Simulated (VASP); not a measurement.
# NaPS (P4_2/mmc) in VASP: notebook

NaPS is run at these levels: PBE; tasks: single point, relaxation of cell and atoms.

All numbers are computed with VASP 6.6.1; they aren't measurements. Logs are shortened: lines on timing, memory, paths and dates and some standing lists are left out, and cuts for length are marked.

**1. The cell of the first run**

It takes space group P4_2/mmc (No. 131, tetragonal). Conventional cell: a = 4.747 Å, b = 4.747 Å, c = 6.713 Å, α = 90.00°, β = 90.00°, γ = 90.00°. Na (site symmetry mmm) has 4 P at 2.91 Å and 4 S at 2.91 Å within 3.8 Å. Within 3.8 Å of P (site symmetry -4m2) lie 4 Na at 2.91 Å and 4 S at 3.36 Å and 2 P at 3.36 Å. S (site symmetry -4m2) has 4 Na at 2.91 Å and 4 P at 3.36 Å and 2 S at 3.36 Å within 3.8 Å.

**2. Single point, PBE**

The input, INCAR:

```
SYSTEM = NaPS
PREC = Accurate
ENCUT = 520
EDIFF = 1E-7
ISMEAR = 0
SIGMA = 0.1
LREAL = .False.
LASPH = .True.
NELM = 60
ALGO = Normal
ISIF = 2
LWAVE = .False.
LCHARG = .False.
GGA = PE
NBANDS = 27
```

The input, KPOINTS:

```
regular mesh
0
Gamma
  4 4 4
  0 0 0
```

The input, POSCAR:

```
NaPS
1.0
    4.7471111200      0.0000000000      0.0000000000
    0.0000000000      4.7471111200      0.0000000000
    0.0000000000      0.0000000000      6.7134289300
Na P S
2 2 2
Direct
    0.0000000000      0.5000000000      0.0000000000
    0.5000000000      0.0000000000      0.5000000000
    0.0000000000      0.0000000000      0.7500000000
    0.0000000000      0.0000000000      0.2500000000
    0.5000000000      0.5000000000      0.2500000000
    0.5000000000      0.5000000000      0.7500000000
```

Potentials or basis: VASP PAW PBE potentials, release 64 (Na_pv, P, S).

The run is started by

```console
$ cat potpaw_PBE.64/Na_pv/POTCAR potpaw_PBE.64/P/POTCAR potpaw_PBE.64/S/POTCAR > POTCAR
$ mpirun -np 1 vasp_std > vasp.out
```

OUTCAR:

```text
SYSTEM = NaPS
   PREC = Accurate
   ENCUT = 520
   EDIFF = 1E-7
   ISMEAR = 0
   LREAL = .False.
   LASPH = .True.
   NELM = 60
   ISIF = 2
   GGA = PE

 ion  position               nearest neighbor table
   1  0.000  0.500  0.000-
   2  0.500  0.000  0.500-
   3  0.000  0.000  0.750-
   4  0.000  0.000  0.250-
   5  0.500  0.500  0.250-
   6  0.500  0.500  0.750-

  LATTYP: Found a simple tetragonal cell.
 ALAT       =     4.7471111200
 C/A-ratio  =     1.4142135628

  Lattice vectors:

 A1 = (   4.7471111200,   0.0000000000,   0.0000000000)
 A2 = (   0.0000000000,   4.7471111200,   0.0000000000)
 A3 = (   0.0000000000,   0.0000000000,   6.7134289300)

Analysis of symmetry for initial positions (statically):
=====================================================================
 Subroutine PRICEL returns:
 Original cell was already a primitive cell.

 Routine SETGRP: Setting up the symmetry group for a
 simple tetragonal supercell.

 Subroutine GETGRP returns: Found 16 space group operations
 (whereof  8 operations were pure point group operations)
 out of a pool of 16 trial point group operations.

The static configuration has the point symmetry D_2h.
 The point group associated with its full space group is D_4h.

Analysis of symmetry for dynamics (positions and initial velocities):
=====================================================================
 Subroutine PRICEL returns:
 Original cell was already a primitive cell.

 Routine SETGRP: Setting up the symmetry group for a
 simple tetragonal supercell.

 Subroutine GETGRP returns: Found 16 space group operations
 (whereof  8 operations were pure point group operations)
 out of a pool of 16 trial point group operations.

The dynamic configuration has the point symmetry D_2h.
 The point group associated with its full space group is D_4h.

 Subroutine INISYM returns: Found 16 space group operations
 (whereof  8 operations are pure point group operations),
 and found     1 'primitive' translations

----------------------------------------------------------------------------------------

                                     Primitive cell

  volume of cell :     151.2876

  direct lattice vectors                    reciprocal lattice vectors
     4.747111120  0.000000000  0.000000000     0.210654433  0.000000000  0.000000000
     0.000000000  4.747111120  0.000000000     0.000000000  0.210654433  0.000000000
     0.000000000  0.000000000  6.713428930     0.000000000  0.000000000  0.148955178

  length of vectors
     4.747111120  4.747111120  6.713428930     0.210654433  0.210654433  0.148955178

  position of ions in fractional coordinates (direct lattice)
     0.000000000  0.500000000  0.000000000
     0.500000000  0.000000000  0.500000000
     0.000000000  0.000000000  0.750000000
     0.000000000  0.000000000  0.250000000
     0.500000000  0.500000000  0.250000000
     0.500000000  0.500000000  0.750000000

  ion indices of the primitive-cell ions
   primitive index   ion index
                 1           1
                 2           2
                 3           3
                 4           4
                 5           5
                 6           6

----------------------------------------------------------------------------------------

 KPOINTS: regular mesh

Automatic generation of k-mesh.
 Grid dimensions read from file:
 generate k-points for:    4    4    4

 Generating k-lattice:

  Cartesian coordinates                     Fractional coordinates (reciprocal lattice)
     0.052663608  0.000000000  0.000000000     0.250000000  0.000000000  0.000000000
     0.000000000  0.052663608  0.000000000     0.000000000  0.250000000  0.000000000
     0.000000000  0.000000000  0.037238794     0.000000000  0.000000000  0.250000000

  Length of vectors
     0.052663608  0.052663608  0.037238794

  Shift w.r.t. Gamma in fractional coordinates (k-lattice)
     0.000000000  0.000000000  0.000000000

 Subroutine IBZKPT returns following result:
 ===========================================

 Found     18 irreducible k-points:

 Following reciprocal coordinates:
            Coordinates               Weight
  0.000000  0.000000  0.000000      1.000000
  0.250000  0.000000  0.000000      4.000000
  0.500000  0.000000  0.000000      2.000000
  0.250000  0.250000  0.000000      4.000000
  0.500000  0.250000  0.000000      4.000000
  0.500000  0.500000  0.000000      1.000000
[... 10 lines left out ...]
  0.500000  0.250000  0.500000      4.000000
  0.500000  0.500000  0.500000      1.000000
   k-points           NKPTS =     18   k-points in BZ     NKDIM =     18   number of bands    NBANDS=     27
   number of dos      NEDOS =    301   number of ions     NIONS =      6
   total plane-waves  NPLWV =  64800
   dimension x,y,z NGX =    36 NGY =   36 NGZ =   50
   dimension x,y,z NGXF=    72 NGYF=   72 NGZF=  100
   ions per type =               2   2   2
   NGX,Y,Z   is equivalent  to a cutoff of  12.61, 12.61, 12.38 a.u.
   NGXF,Y,Z  is equivalent  to a cutoff of  25.21, 25.21, 24.76 a.u.
 SYSTEM =  NaPS
   PREC   = accura    normal or accurate (medium, high low for compatibility)
   ISTART =      0    job   : 0-new  1-cont  2-samecut
   ICHARG =      2    charge: 1-file 2-atom 10-const
   ISPIN  =      1    spin polarized calculation?
   LNONCOLLINEAR =      F non collinear calculations
   LSORBIT =      F    spin-orbit coupling
   LASPH  =      T    aspherical Exc in radial PAW
   ENCUT  =  520.0 eV  38.22 Ry    6.18 a.u.   8.83  8.83 12.48*2*pi/ulx,y,z
   NELM   =     60;   NELMIN=  2; NELMDL= -5     # of ELM steps
   EDIFF  = 0.1E-06   stopping-criterion for ELM
   LREAL  =      F    real-space projection
   EDIFFG = 0.1E-05   stopping-criterion for IOM
   NSW    =      0    number of steps for IOM
   IBRION =     -1    ionic relax: 0-MD 1-quasi-New 2-CG
   NFREE  =      0    steps in history (QN), initial steepest desc. (CG)
   ISIF   =      2    stress and relaxation
   ISYM   =      2    0-nonsym 1-usesym 2-fastsym
   POTIM  = 0.5000    time-step for ionic-motion
   TEBEG  =    0.0;   TEEND  =   0.0 temperature during run
   PSTRESS=    0.0 pullay stress
   NELECT =      36.0000    total number of electrons
   NUPDOWN=      -1.0000    fix difference up-down
   EMIN   =  10.00;   EMAX   =-10.00  energy-range for DOS
   EFERMI =   0.00;   METHOD = LEGACY
   ISMEAR =     0;   SIGMA  =   0.10  broadening in eV -4-tet -1-fermi 0-gaus
   EFERMI_NEDOS =   21; number of points for ismear=-14 and -15
   IALGO  =     38    algorithm
   IMIX   =      4    mixing-type and parameters
     AMIX     =   0.40;   BMIX     =  1.00
     AMIX_MAG =   1.60;   BMIX_MAG =  1.00
  volume/ion in A,a.u.               =      25.21       170.16
  Fermi-wavevector in a.u.,A,eV,Ry     =   1.014475  1.917079 14.002560  1.029159
  Thomas-Fermi vector in A             =   2.147705
   LORBIT       =      0    0 simple, 1 ext, 2 COOP (PROOUT), +10 PAW based schemes
   GGA     = PE    functional components
   LHFCALC =     F    Hartree Fock is set to
   AEXX    =    0.0000 exact exchange contribution
   IVDW    =     0    specifies the selected vdW correction
   LEPSILON=     F    determine dielectric tensor
   LRPA    =     F    only Hartree local field effects (RPA)
 non-spin polarized calculation
 Gauss-broadening in eV      SIGMA  =   0.10
  energy-cutoff  :      520.00
  volume of cell :      151.29
 maximum number of plane-waves:      4129
 NGX is ok and might be reduce to    36
   NGX = 17   NGY = 17   NGZ = 25

 number of electron      35.9999988 magnetization

 Free energy of the ion-electron system (eV)
  ---------------------------------------------------
  ext. energy  EPLUGINS =         0.00000000
  ---------------------------------------------------
  free energy    TOTEN  =       -18.33701580 eV

  energy without entropy =      -18.30486114  energy(sigma->0) =      -18.32093847

 E-fermi :   1.3280     XC(G=0):  -8.3217

 val. band max:        1.3169642706   @ k =   0.0000   0.0000   0.5000
 cond. band min:       1.3404634128   @ k =   0.2500   0.0000   0.2500
 fundamental gap:      0.0234991422
 Fermi energy:         1.3279626160

 k-point     1 :       0.0000    0.0000    0.0000
  band No.  band energies     occupation
      1     -21.2315      2.00000
      2     -21.2315      2.00000
      3     -21.2263      2.00000
      4     -21.2193      2.00000
      5     -21.1847      2.00000
      6     -21.1847      2.00000
[... 19 lines left out ...]
     26       7.5289      0.00000
     27       7.5289      0.00000

 k-point     2 :       0.2500    0.0000    0.0000
  band No.  band energies     occupation
      1     -21.2333      2.00000
      2     -21.2314      2.00000
      3     -21.2249      2.00000
      4     -21.2200      2.00000
      5     -21.1865      2.00000
      6     -21.1846      2.00000
[... 19 lines left out ...]
     26       8.0301      0.00000
     27       8.3962      0.00000

 k-point     3 :       0.5000    0.0000    0.0000
  band No.  band energies     occupation
      1     -21.2350      2.00000
      2     -21.2313      2.00000
      3     -21.2221      2.00000
      4     -21.2220      2.00000
      5     -21.1884      2.00000
      6     -21.1846      2.00000
[... 19 lines left out ...]
     26       8.7476      0.00000
     27       9.1605      0.00000

 k-point     4 :       0.2500    0.2500    0.0000
  band No.  band energies     occupation
      1     -21.2343      2.00000
      2     -21.2320      2.00000
      3     -21.2238      2.00000
      4     -21.2203      2.00000
      5     -21.1878      2.00000
      6     -21.1851      2.00000
[... 19 lines left out ...]
     26       8.1781      0.00000
     27       9.1064      0.00000
[... 336 lines left out ...]
      4     -21.2220      2.00000
      5     -21.1864      2.00000
      6     -21.1864      2.00000
[... 19 lines left out ...]
     26       8.9209      0.00000
     27       8.9340      0.00000

 k-point    17 :       0.5000    0.2500    0.5000
  band No.  band energies     occupation
      1     -21.2352      2.00000
      2     -21.2331      2.00000
      3     -21.2219      2.00000
      4     -21.2214      2.00000
      5     -21.1881      2.00000
      6     -21.1864      2.00000
[... 19 lines left out ...]
     26       8.4766      0.00000
     27      10.3736      0.00000

 k-point    18 :       0.5000    0.5000    0.5000
  band No.  band energies     occupation
      1     -21.2349      2.00000
      2     -21.2349      2.00000
      3     -21.2213      2.00000
      4     -21.2213      2.00000
      5     -21.1882      2.00000
      6     -21.1882      2.00000
[... 19 lines left out ...]
     26       7.9345      0.00000
     27       9.7901      0.00000

------------------------ aborting loop because EDIFF is reached ----------------------------------------

  FORCE on cell =-STRESS in cart. coord.  units (eV):
  Direction    XX          YY          ZZ          XY          YZ          ZX
  --------------------------------------------------------------------------------------
  -------------------------------------------------------------------------------------
  Total       -6.7165886     -6.7165886     -2.4108977     -0.0000000      0.0000000      0.0000000
  in kB      -71.1305456    -71.1305456    -25.5320785     -0.0000000      0.0000000      0.0000000
  external PRESSURE =     -55.9310566 kB  Pullay stress =       0.0000000 kB

 VOLUME and BASIS-vectors are now :
 -----------------------------------------------------------------------------
  energy-cutoff  :      520.00
  volume of cell :      151.29
      direct lattice vectors                 reciprocal lattice vectors
     4.747111120  0.000000000  0.000000000     0.210654433  0.000000000  0.000000000
     0.000000000  4.747111120  0.000000000     0.000000000  0.210654433  0.000000000
     0.000000000  0.000000000  6.713428930     0.000000000  0.000000000  0.148955178

 POSITION                                       TOTAL-FORCE (eV/Angst)
 -----------------------------------------------------------------------------------
      0.00000      2.37356      0.00000         0.000000      0.000000      0.000000
      2.37356      0.00000      3.35671         0.000000      0.000000      0.000000
      0.00000      0.00000      5.03507         0.000000      0.000000      0.000000
      0.00000      0.00000      1.67836        -0.000000     -0.000000      0.000000
      2.37356      2.37356      1.67836         0.000000      0.000000     -0.000000
      2.37356      2.37356      5.03507         0.000000     -0.000000     -0.000000
 -----------------------------------------------------------------------------------
    total drift:                                0.000000      0.000000      0.000000

  FREE ENERGIE OF THE ION-ELECTRON SYSTEM (eV)
  ---------------------------------------------------
  free  energy   TOTEN  =       -18.3370157957 eV

  energy  without entropy=      -18.3048611360  energy(sigma->0) =      -18.32093847
```

It took 48 s on 1 thread of AMD EPYC 9R45 (Zen 5), shared host; peak memory 0.23 GiB.

Results:

- Free energy: -18.3370 eV
- Pressure: -5.6 GPa
- Band gap on the k mesh: zero (band 18 reaches 2.49 eV, above the bottom of band 19 at 0.80 eV)

**3. Single point, PBE**

This run uses another cell than the first one, of 20.11 Å³/atom, 0.797 times its volume.

The input, INCAR:

```
PREC     = Accurate       # precision mode
ENCUT    = 520            # plane-wave cutoff, eV
EDIFF    = 1E-6           # SCF threshold, eV
ISMEAR   = 0              # smearing method
SIGMA    = 0.1            # smearing width, eV
LREAL    = False          # projectors in reciprocal space
LASPH    = True           # aspherical terms in the spheres
NELM     = 100            # most SCF steps
ALGO     = Normal         # electronic algorithm
ISIF     = 2              # what is computed and relaxed
LWAVE    = False          # write WAVECAR
LCHARG   = False          # write CHGCAR
GGA      = PE             # functional
NBANDS   = 27             # bands
```

The input, KPOINTS:

```
Automatic mesh
0
Gamma
  10 10 4
```

POSCAR, as its differences from that of step 2:

```diff
@@ -2,5 +2,5 @@
 1.0
-    4.7471111200      0.0000000000      0.0000000000
-    0.0000000000      4.7471111200      0.0000000000
-    0.0000000000      0.0000000000      6.7134289300
+    3.5733743076      0.0000000000      0.0000000000
+    0.0000000000      3.5733743076      0.0000000000
+    0.0000000000      0.0000000000      9.4486481174
 Na P S
```

Potentials or basis: VASP PAW PBE potentials, release 64 (Na_pv, P, S).

The run is started by

```console
$ cat potpaw_PBE.64/Na_pv/POTCAR potpaw_PBE.64/P/POTCAR potpaw_PBE.64/S/POTCAR > POTCAR
$ mpirun -np 1 vasp_std > vasp.out
```

Wall time 87 s (1 thread of AMD EPYC 9R45 (Zen 5), shared host); peak memory 0.29 GiB.

Results (log left out):

```yaml
Free_energy: -22.5716 eV
Pressure: -0.1 GPa
Band_gap_on_the_k_mesh: zero (band 18 reaches 5.25 eV, above the bottom of band 19 at 3.76 eV)
```

Stress tensor (GPa, compression positive):
```
-0.08  0.00  0.00
 0.00 -0.08  0.00
 0.00  0.00  0.00
```

Levels at points of the mesh, in eV from the Fermi level:
```csv
k point,band 15,band 16,band 17,band 18,band 19,band 20,band 21,band 22
"(0.00, 0.00, 0.00)",-4.30,-4.30,0.62,0.76,1.25,3.06,3.29,4.44
"(0.50, 0.00, 0.00)",-2.49,-1.50,-0.65,-0.62,-0.57,-0.48,-0.21,-0.11
"(0.50, 0.50, 0.00)",-2.87,-2.48,-1.31,-0.62,3.06,3.06,4.79,4.79
"(0.00, 0.00, 0.50)",-4.31,-4.31,0.83,0.83,2.41,2.41,3.23,3.23
"(0.50, 0.00, 0.50)",-2.09,-2.03,-0.65,-0.62,-0.54,-0.50,-0.17,-0.15
"(0.50, 0.50, 0.50)",-2.68,-2.68,-0.99,-0.99,3.50,3.50,3.94,3.94
```

**4. Relaxation of cell and atoms, PBE**

This run uses another cell than the first one, of 20.10 Å³/atom, 0.797 times its volume.

The input, INCAR:

```
PREC = Accurate
ENCUT = 600
EDIFF = 1E-7
ISMEAR = 0
SIGMA = 0.1
LREAL = F
LASPH = T
NELM = 80
ALGO = Normal
ISIF = 3
LWAVE = F
LCHARG = F
GGA = PE
IBRION = 2
NSW = 90
EDIFFG = -0.04
```

The input, KPOINTS:

```
Automatic mesh
0
Gamma
  6 6 2
```

POSCAR, as its differences from that of step 3:

```diff
@@ -2,5 +2,5 @@
 1.0
-    3.5733743076      0.0000000000      0.0000000000
-    0.0000000000      3.5733743076      0.0000000000
-    0.0000000000      0.0000000000      9.4486481174
+    3.5802382828      0.0000000000      0.0000000000
+    0.0000000000      3.5802382828      0.0000000000
+    0.0000000000      0.0000000000      9.4095195485
 Na P S
```

The run is started by

```console
$ cat potpaw_PBE.64/Na_pv/POTCAR potpaw_PBE.64/P/POTCAR potpaw_PBE.64/S/POTCAR > POTCAR
$ mpirun -np 1 vasp_std > vasp.out
```

Wall time 41 s (1 thread of AMD EPYC 9R45 (Zen 5), shared host); peak memory 0.25 GiB.

It converged, with:

```yaml
Free_energy: -22.5949 eV
Relaxed_volume: 20.14 Å³/atom
Relaxed_cell: a = 3.578 Å, b = 3.578 Å, c = 9.438 Å, α = 90.00°, β = 90.00°, γ = 90.00°
Space_group_after_relaxing_to_0.05_Å: P4_2/mmc (No. 131)
Energy_gained_by_relaxing: 0.1 meV/atom
Ionic_steps: 2
Pressure_after_relaxing: 0.1 GPa
```

Stress tensor (GPa, compression positive):
```
-0.02  0.00  0.00
 0.00 -0.02  0.00
 0.00  0.00  0.24
```

The path:
| step | energy change (eV) | largest force (eV/Å) | pressure (GPa) | volume (Å³) |
| --- | --- | --- | --- | --- |
| 1 | 0.0000 | 0.0000 | 0.10 | 120.61 |
| 2 | -0.0009 | 0.0000 | 0.06 | 120.83 |

Final structure:
```
CELL_PARAMETERS angstrom
3.57815 0.00000 0.00000
0.00000 3.57815 0.00000
0.00000 0.00000 9.43756
ATOMIC_POSITIONS crystal
Na 0.00000 0.50000 0.00000
Na 0.50000 0.00000 0.50000
P 0.00000 0.00000 0.75000
P 0.00000 0.00000 0.25000
S 0.50000 0.50000 0.25000
S 0.50000 0.50000 0.75000
```

Levels at points of the mesh, in eV from the Fermi level:
| k point | band 16 | band 17 | band 18 | band 19 | band 20 | band 21 |
| --- | --- | --- | --- | --- | --- | --- |
| (0.00, 0.00, 0.00) | -4.61 | 0.36 | 0.55 | 0.98 | 2.74 | 2.97 |
| (0.50, 0.00, 0.00) | -1.76 | -0.98 | -0.96 | -0.89 | -0.81 | -0.55 |
| (0.50, 0.50, 0.00) | -2.73 | -1.57 | -0.89 | 2.81 | 2.81 | 4.53 |
| (0.00, 0.00, 0.50) | -4.62 | 0.57 | 0.57 | 2.19 | 2.19 | 2.91 |
| (0.50, 0.00, 0.50) | -2.29 | -0.98 | -0.96 | -0.87 | -0.83 | -0.50 |
| (0.50, 0.50, 0.50) | -2.93 | -1.26 | -1.26 | 3.26 | 3.26 | 3.68 |

Caveat: the bands computed are all filled at some k points, so no gap is given.

(Part 1 of 2 ends here.)
